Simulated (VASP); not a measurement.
# HfO2 (Immm) in VASP: a series of runs

Runs on HfO2. Level: PBE. Tasks: single point.

All numbers are computed with VASP 6.6.1; they aren't measurements. Logs are shortened: lines on timing, memory, paths and dates and some standing lists are left out, and cuts for length are marked.

### 1 The cell of the first run

It takes space group Immm (No. 71, orthorhombic). Conventional cell: a = 3.532 Å, b = 3.677 Å, c = 5.098 Å, α = 90.00°, β = 90.00°, γ = 90.00°. Within 2.9 Å of Hf (site symmetry mmm) lie 8 O at 2.18 to 2.24 Å. O (site symmetry mm2) has 4 Hf at 2.18 to 2.24 Å and 6 O at 2.55 Å within 2.9 Å.

### 2 Single point, PBE (strain -0.0400 x Voigt [0, 0, 0, 1, 0, 0])

Contents of INCAR:

```
SYSTEM = HfO2
PREC     = Accurate       ! precision mode
ENCUT    = 520            ! plane-wave cutoff, eV
EDIFF    = 1E-6           ! SCF threshold, eV
ISMEAR   = 0              ! smearing method
SIGMA    = 0.05           ! smearing width, eV
LREAL    = .FALSE.        ! projectors in reciprocal space
LASPH    = .TRUE.         ! aspherical terms in the spheres
NELM     = 80             ! most SCF steps
ALGO     = Normal         ! electronic algorithm
ISIF     = 2              ! what is computed and relaxed
LWAVE    = .FALSE.        ! write WAVECAR
LCHARG   = .FALSE.        ! write CHGCAR
GGA      = PE             ! functional
NBANDS   = 18             ! bands
```

Contents of KPOINTS:

```
regular mesh
0
G
  8 8 8
  0 0 0
```

Contents of POSCAR:

```
HfO2
1.0
    0.0000000000      2.4978296454      2.4978296454
    2.5488057606     -0.0509761152      2.5488057606
    2.5488057606      2.5488057606     -0.0509761152
Hf O
1 2
Direct
    0.0000000000      0.0000000000      0.0000000000
    0.2500000000      0.2500000000      0.2500000000
    0.7500000000      0.7500000000      0.7500000000
```

Potentials or basis: VASP PAW PBE potentials, release 64 (Hf_pv, O).

Launch:

```console
cat potpaw_PBE.64/Hf_pv/POTCAR potpaw_PBE.64/O/POTCAR > POTCAR
mpirun -np 1 vasp_std > vasp.out
```

OUTCAR:

```text
SYSTEM = HfO2
   PREC = Accurate
   ENCUT = 520
   EDIFF = 1E-6
   ISMEAR = 0
   LREAL = .FALSE.
   LASPH = .TRUE.
   NELM = 80
   ISIF = 2
   GGA = PE

 ion  position               nearest neighbor table
   1  0.000  0.000  0.000-   2 2.18   3 2.18   3 2.18   2 2.18   3 2.24   2 2.24   2 2.24   3 2.24

   2  0.250  0.250  0.250-   1 2.18   1 2.18   1 2.24   1 2.24
   3  0.750  0.750  0.750-   1 2.18   1 2.18   1 2.24   1 2.24

  LATTYP: Found a body centered orthorhombic cell.
 ALAT       =     3.5324645610
 B/A-ratio  =     1.0408163265
 C/A-ratio  =     1.4430750636

  Lattice vectors:

 A1 = (  -2.5488057606,   0.0509761152,  -2.5488057606)
 A2 = (  -2.5488057606,  -0.0509761152,   2.5488057606)
 A3 = (   2.5488057606,   2.5488057606,  -0.0509761152)

Analysis of symmetry for initial positions (statically):
=====================================================================
 Subroutine PRICEL returns:
 Original cell was already a primitive cell.

 Routine SETGRP: Setting up the symmetry group for a
 body centered orthorhombic supercell.

 Subroutine GETGRP returns: Found  8 space group operations
 (whereof  8 operations were pure point group operations)
 out of a pool of  8 trial point group operations.

The static configuration has the point symmetry D_2h.

Analysis of symmetry for dynamics (positions and initial velocities):
=====================================================================
 Subroutine PRICEL returns:
 Original cell was already a primitive cell.

 Routine SETGRP: Setting up the symmetry group for a
 body centered orthorhombic supercell.

 Subroutine GETGRP returns: Found  8 space group operations
 (whereof  8 operations were pure point group operations)
 out of a pool of  8 trial point group operations.

The dynamic configuration has the point symmetry D_2h.

 Subroutine INISYM returns: Found  8 space group operations
 (whereof  8 operations are pure point group operations),
 and found     1 'primitive' translations

----------------------------------------------------------------------------------------

                                     Primitive cell

  volume of cell :      33.1029

  direct lattice vectors                    reciprocal lattice vectors
     0.000000000  2.497829645  2.497829645    -0.196170304  0.200173779  0.200173779
     2.548805761 -0.050976115  2.548805761     0.196170304 -0.192323827  0.192323827
     2.548805761  2.548805761 -0.050976115     0.196170304  0.192323827 -0.192323827

  length of vectors
     3.532464561  3.604916112  3.604916112     0.344415261  0.335350111  0.335350111

  position of ions in fractional coordinates (direct lattice)
     0.000000000  0.000000000  0.000000000
     0.250000000  0.250000000  0.250000000
     0.750000000  0.750000000  0.750000000

  ion indices of the primitive-cell ions
   primitive index   ion index
                 1           1
                 2           2
                 3           3

----------------------------------------------------------------------------------------

 KPOINTS: regular mesh

Automatic generation of k-mesh.
 Grid dimensions read from file:
 generate k-points for:    8    8    8

 Generating k-lattice:

  Cartesian coordinates                     Fractional coordinates (reciprocal lattice)
    -0.024521288  0.025021722  0.025021722     0.125000000 -0.000000000 -0.000000000
     0.024521288 -0.024040478  0.024040478     0.000000000  0.125000000 -0.000000000
     0.024521288  0.024040478 -0.024040478     0.000000000 -0.000000000  0.125000000

  Length of vectors
     0.043051908  0.041918764  0.041918764

  Shift w.r.t. Gamma in fractional coordinates (k-lattice)
     0.000000000  0.000000000  0.000000000

 Subroutine IBZKPT returns following result:
 ===========================================

 Found     95 irreducible k-points:

 Following reciprocal coordinates:
            Coordinates               Weight
  0.000000  0.000000  0.000000      1.000000
  0.125000 -0.000000 -0.000000      4.000000
  0.250000 -0.000000 -0.000000      4.000000
  0.375000  0.000000 -0.000000      4.000000
  0.500000 -0.000000 -0.000000      2.000000
  0.000000  0.125000  0.000000      4.000000
[... 16 lines left out ...]
  0.125000  0.375000  0.000000      8.000000
  0.250000  0.375000  0.000000      8.000000
 [... further k-points ...]
   k-points           NKPTS =     95   k-points in BZ     NKDIM =     95   number of bands    NBANDS=     18
   number of dos      NEDOS =    301   number of ions     NIONS =      3
   total plane-waves  NPLWV =  21952
   dimension x,y,z NGX =    28 NGY =   28 NGZ =   28
   dimension x,y,z NGXF=    56 NGYF=   56 NGZF=   56
   ions per type =               1   2
   NGX,Y,Z   is equivalent  to a cutoff of  13.18, 12.91, 12.91 a.u.
   NGXF,Y,Z  is equivalent  to a cutoff of  26.35, 25.83, 25.83 a.u.
 SYSTEM =  HfO2
   PREC   = accura    normal or accurate (medium, high low for compatibility)
[... 93 lines left out ...]
      4     -13.7809      2.00000
      5     -12.0611      2.00000
      6      -0.5996      2.00000
[... 10 lines left out ...]
     17      13.7221      0.00000
     18      16.7660      0.00000

 k-point     4 :       0.3750    0.0000   -0.0000
  band No.  band energies     occupation
      1     -25.9747      2.00000
      2     -25.6681      2.00000
      3     -25.6598      2.00000
      4     -13.3693      2.00000
      5     -12.2397      2.00000
      6      -0.2159      2.00000
[... 10 lines left out ...]
     17      13.7599      0.00000
     18      16.3120      0.00000

 k-point     5 :       0.5000   -0.0000   -0.0000
  band No.  band energies     occupation
      1     -26.0333      2.00000
      2     -25.6748      2.00000
      3     -25.6677      2.00000
      4     -13.2774      2.00000
      5     -12.2111      2.00000
      6      -0.0689      2.00000
[... 10 lines left out ...]
     17      13.4164      0.00000
     18      16.7020      0.00000

 k-point     6 :       0.0000    0.1250    0.0000
  band No.  band energies     occupation
      1     -25.6839      2.00000
      2     -25.6264      2.00000
      3     -25.6097      2.00000
      4     -14.3059      2.00000
      5     -11.6919      2.00000
      6      -0.9821      2.00000
[... 10 lines left out ...]
     17      14.3558      0.00000
     18      17.4248      0.00000

 k-point     7 :       0.1250    0.1250    0.0000
  band No.  band energies     occupation
      1     -25.6845      2.00000
      2     -25.6336      2.00000
      3     -25.6328      2.00000
      4     -14.2232      2.00000
      5     -11.7576      2.00000
      6      -0.9443      2.00000
[... 10 lines left out ...]
     17      14.1599      0.00000
     18      17.4469      0.00000

 k-point     8 :       0.2500    0.1250   -0.0000
  band No.  band energies     occupation
      1     -25.7995      2.00000
      2     -25.6582      2.00000
      3     -25.6491      2.00000
      4     -13.7958      2.00000
      5     -12.0604      2.00000
      6      -0.6571      2.00000
[... 10 lines left out ...]
     17      13.6830      0.00000
     18      17.1784      0.00000
[... 229 lines left out ...]
     17      15.3320      0.00000
     18      17.2273      0.00000

 k-point    20 :      -0.2500    0.2500    0.0000
  band No.  band energies     occupation
      1     -25.9041      2.00000
      2     -25.7839      2.00000
      3     -25.6629      2.00000
      4     -13.0958      2.00000
      5     -12.4185      2.00000
      6      -0.7393      2.00000
[... 10 lines left out ...]
     17      14.8825      0.00000
     18      17.0507      0.00000

 k-point    21 :      -0.1250    0.2500    0.0000
  band No.  band energies     occupation
      1     -25.8732      2.00000
      2     -25.6840      2.00000
      3     -25.6419      2.00000
      4     -13.5315      2.00000
      5     -12.2075      2.00000
      6      -0.6460      2.00000
[... 10 lines left out ...]
     17      13.9676      0.00000
     18      16.6277      0.00000

 k-point    22 :       0.0000    0.3750    0.0000
  band No.  band energies     occupation
      1     -25.9534      2.00000
      2     -25.6521      2.00000
      3     -25.6421      2.00000
      4     -13.4343      2.00000
      5     -12.2344      2.00000
      6      -0.2751      2.00000
[... 10 lines left out ...]
     17      13.6737      0.00000
     18      16.0323      0.00000

 k-point    23 :       0.1250    0.3750    0.0000
  band No.  band energies     occupation
      1     -25.9067      2.00000
      2     -25.6768      2.00000
      3     -25.6623      2.00000
      4     -13.4010      2.00000
      5     -12.2681      2.00000
      6      -0.3998      2.00000
[... 10 lines left out ...]
     17      14.0238      0.00000
     18      16.5506      0.00000

 k-point    24 :       0.2500    0.3750    0.0000
  band No.  band energies     occupation
      1     -25.9114      2.00000
      2     -25.7150      2.00000
      3     -25.6897      2.00000
      4     -13.1300      2.00000
      5     -12.4360      2.00000
      6      -0.7123      2.00000
[... 10 lines left out ...]
     17      13.8622      0.00000
     18      17.4448      0.00000

 [... further k-points ...]
[... 5 lines left out ...]
  --------------------------------------------------------------------------------------
  -------------------------------------------------------------------------------------
  Total       -0.6638252     -0.6511820     -0.6511820     -0.0000000      0.6961167     -0.0000000
  in kB      -32.1290462    -31.5171178    -31.5171178     -0.0000000     33.6919522     -0.0000000
  external PRESSURE =     -31.7210939 kB  Pullay stress =       0.0000000 kB

 VOLUME and BASIS-vectors are now :
 -----------------------------------------------------------------------------
  energy-cutoff  :      520.00
  volume of cell :       33.10
      direct lattice vectors                 reciprocal lattice vectors
     0.000000000  2.497829645  2.497829645    -0.196170304  0.200173779  0.200173779
     2.548805761 -0.050976115  2.548805761     0.196170304 -0.192323827  0.192323827
     2.548805761  2.548805761 -0.050976115     0.196170304  0.192323827 -0.192323827

 POSITION                                       TOTAL-FORCE (eV/Angst)
 -----------------------------------------------------------------------------------
      0.00000      0.00000      0.00000        -0.000000      0.000000     -0.000000
      1.27440      1.24891      1.24891         0.244565      0.000000      0.000000
      3.82321      3.74674      3.74674        -0.244565     -0.000000     -0.000000
 -----------------------------------------------------------------------------------
    total drift:                                0.000000      0.000000      0.000000

  FREE ENERGIE OF THE ION-ELECTRON SYSTEM (eV)
  ---------------------------------------------------
  free  energy   TOTEN  =       -30.2297331112 eV

  energy  without entropy=      -30.2297331112  energy(sigma->0) =      -30.22973311
```

Run time: 21 s. Hardware: 1 thread of Intel Xeon 6975P-C (Granite Rapids), shared host; peak memory 0.19 GiB.

What came out:

| Item | Value |
| --- | --- |
| Free energy | -30.2297 eV |
| Pressure | -3.2 GPa |
| Largest force | 0.245 eV/Å |
| Band gap on the k mesh | 3.77 eV, direct |

Forces on the atoms (eV/Å):
```
Hf   0.000  0.000  0.000
O    0.245  0.000  0.000
O   -0.245  0.000  0.000
```

Levels at points of the mesh, in eV from the valence-band top:
```tsv
k point	band 9	band 10	band 11	band 12	band 13	band 14
(0.00, 0.00, 0.00)	-0.62	-0.60	-0.57	3.85	3.86	5.71
(0.50, 0.00, 0.00)	-2.65	-1.88	-1.79	4.51	4.70	7.02
(0.00, 0.50, 0.00)	-2.72	-1.82	-1.74	4.44	4.60	6.65
(0.50, 0.50, 0.00)	-1.51	-1.50	0.00	3.77	5.44	6.42
(0.00, 0.50, 0.50)	-1.75	-1.23	0.00	3.78	5.43	6.48
```

Caveat: the cell differs from its parent crystal (strain -0.0400 x Voigt [0, 0, 0, 1, 0, 0]); spin-orbit coupling is left out, which moves the levels of the heavy elements.

### 3 Single point, PBE (strain +0.0300 x Voigt [0, 0, 0, 1, 0, 0])

Contents of INCAR:

```
SYSTEM = HfO2
PREC = Accurate ; ENCUT = 520
EDIFF = 1E-6 ; ISMEAR = 0
SIGMA = 0.05 ; LREAL = .False.
LASPH = .True. ; NELM = 100
ALGO = Normal ; ISIF = 2
LWAVE = .False. ; LCHARG = .False.
GGA = PE ; NBANDS = 18
```

Contents of KPOINTS:

```
regular mesh
0
Gamma
  8 8 8
  0 0 0
```

Contents of POSCAR:

```
HfO2
1.0
    0.0000000000      2.5870378470      2.5870378470
    2.5488057606      0.0382320864      2.5488057606
    2.5488057606      2.5488057606      0.0382320864
Hf O
1 2
Direct
    0.0000000000      0.0000000000      0.0000000000
    0.2500000000      0.2500000000      0.2500000000
    0.7500000000      0.7500000000      0.7500000000
```

Potentials or basis: VASP PAW PBE potentials, release 64 (Hf_pv, O).

Launch:

```console
cat potpaw_PBE.64/Hf_pv/POTCAR potpaw_PBE.64/O/POTCAR > POTCAR
mpirun -np 1 vasp_std > vasp.out
```

Wall time 22 s (1 thread of Intel Xeon 6975P-C (Granite Rapids), shared host); peak memory 0.19 GiB.

The run converged. Its results:

```
Free energy            : -30.2357 eV
Pressure               : -3.4 GPa
Largest force          : 0.183 eV/Å
Band gap on the k mesh : 3.76 eV, direct
```

Forces in eV/Å, atoms in the order of the input:
```
Hf   0.000  0.000  0.000
O   -0.183  0.000  0.000
O    0.183  0.000  0.000
```

Stress tensor (GPa, compression positive):
```
-3.39  0.00  0.00
 0.00 -3.36 -2.52
 0.00 -2.52 -3.36
```

Levels at points of the mesh, in eV from the valence-band top:
| k point | band 7 | band 8 | band 9 | band 10 | band 11 | band 12 | band 13 | band 14 | band 15 | band 16 |
| --- | --- | --- | --- | --- | --- | --- | --- | --- | --- | --- |
| (0.00, 0.00, 0.00) | -5.25 | -5.21 | -0.62 | -0.60 | -0.58 | 3.85 | 3.85 | 5.71 | 10.06 | 10.22 |
| (0.50, 0.00, 0.00) | -4.23 | -2.97 | -2.72 | -1.82 | -1.76 | 4.46 | 4.59 | 6.70 | 9.03 | 9.16 |
| (0.00, 0.50, 0.00) | -4.19 | -3.08 | -2.66 | -1.86 | -1.80 | 4.52 | 4.66 | 6.97 | 9.00 | 9.01 |
| (0.50, 0.50, 0.00) | -3.42 | -3.42 | -1.50 | -1.50 | 0.00 | 3.76 | 5.43 | 6.45 | 8.01 | 8.09 |
| (0.00, 0.50, 0.50) | -3.53 | -3.31 | -1.69 | -1.30 | 0.00 | 3.77 | 5.42 | 6.48 | 7.73 | 8.32 |

Caveat: the cell differs from its parent crystal (strain +0.0300 x Voigt [0, 0, 0, 1, 0, 0]); spin-orbit coupling is left out, which moves the levels of the heavy elements.

### 4 Single point, PBE (strain -0.0200 x Voigt [0, 0, 0, 1, 0, 0])

Contents of INCAR:

```
PREC = Accurate
ENCUT = 520
EDIFF = 1E-6
ISMEAR = 0
SIGMA = 0.05
LREAL = False
LASPH = True
NELM = 60
ALGO = Normal
ISIF = 2
LWAVE = False
LCHARG = False
GGA = PE
NBANDS = 18
```

Contents of KPOINTS:

```
Automatic mesh
0
Gamma
  8 8 8
```

Contents of POSCAR:

```
HfO2
1.0
    0.0000000000      2.5233177030      2.5233177030
    2.5488057606     -0.0254880576      2.5488057606
    2.5488057606      2.5488057606     -0.0254880576
Hf O
1 2
Direct
    0.0000000000      0.0000000000      0.0000000000
    0.2500000000      0.2500000000      0.2500000000
    0.7500000000      0.7500000000      0.7500000000
```

Launch:

```console
cat potpaw_PBE.64/Hf_pv/POTCAR potpaw_PBE.64/O/POTCAR > POTCAR
mpirun -np 1 vasp_std > vasp.out
```

Wall time 22 s (1 thread of Intel Xeon 6975P-C (Granite Rapids), shared host); peak memory 0.19 GiB.

The run converged. Its results:

| Property | Result |
| --- | --- |
| Free energy | -30.2399 eV |
| Pressure | -3.5 GPa |
| Largest force | 0.122 eV/Å |
| Band gap on the k mesh | 3.76 eV, direct |

Forces in eV/Å, atoms in the order of the input:
```
Hf   0.000  0.000  0.000
O    0.122  0.000  0.000
O   -0.122  0.000  0.000
```

Stress tensor (GPa, compression positive):
```
-3.52  0.00  0.00
 0.00 -3.51  1.67
 0.00  1.67 -3.51
```

Levels at points of the mesh, in eV from the valence-band top:
| k point | band 8 | band 9 | band 10 | band 11 | band 12 | band 13 | band 14 | band 15 |
| --- | --- | --- | --- | --- | --- | --- | --- | --- |
| (0.00, 0.00, 0.00) | -5.22 | -0.61 | -0.60 | -0.58 | 3.84 | 3.85 | 5.71 | 10.11 |
| (0.50, 0.00, 0.00) | -3.06 | -2.67 | -1.85 | -1.80 | 4.53 | 4.62 | 6.93 | 9.01 |
| (0.00, 0.50, 0.00) | -2.98 | -2.71 | -1.82 | -1.78 | 4.49 | 4.57 | 6.74 | 9.02 |
| (0.50, 0.50, 0.00) | -3.42 | -1.50 | -1.50 | 0.00 | 3.76 | 5.42 | 6.47 | 8.01 |
| (0.00, 0.50, 0.50) | -3.35 | -1.63 | -1.37 | 0.00 | 3.76 | 5.42 | 6.48 | 7.82 |

Caveat: the cell differs from its parent crystal (strain -0.0200 x Voigt [0, 0, 0, 1, 0, 0]); spin-orbit coupling is left out, which moves the levels of the heavy elements. A k mesh can miss the band edges.

### 5 Overview

| cell | gap on the mesh (eV) | pressure (GPa) | largest force (eV/Å) |
| --- | --- | --- | --- |
| a = 3.532, b = 3.605, c = 3.605 Å, angles 61.3, 60.7, 60.7°, 3 atoms | 3.77 | -3.2 | 0.24 |
| a = 3.659, b = 3.605, c = 3.605 Å, angles 59.0, 59.5, 59.5°, 3 atoms | 3.76 | -3.4 | 0.18 |
| a = 3.569, b = 3.605, c = 3.605 Å, angles 60.7, 60.3, 60.3°, 3 atoms | 3.76 | -3.5 | 0.12 |

Alike in all rows: task single point; level PBE; potentials or basis VASP PAW PBE potentials, release 64 (Hf_pv, O); no spin polarisation; k mesh 8 × 8 × 8; cutoff (eV) 520; smearing gaussian 0.05 eV.

Caveats: spin-orbit coupling is left out, which moves the levels of the heavy elements.

Absolute energies hang on the potentials; compare differences alone.
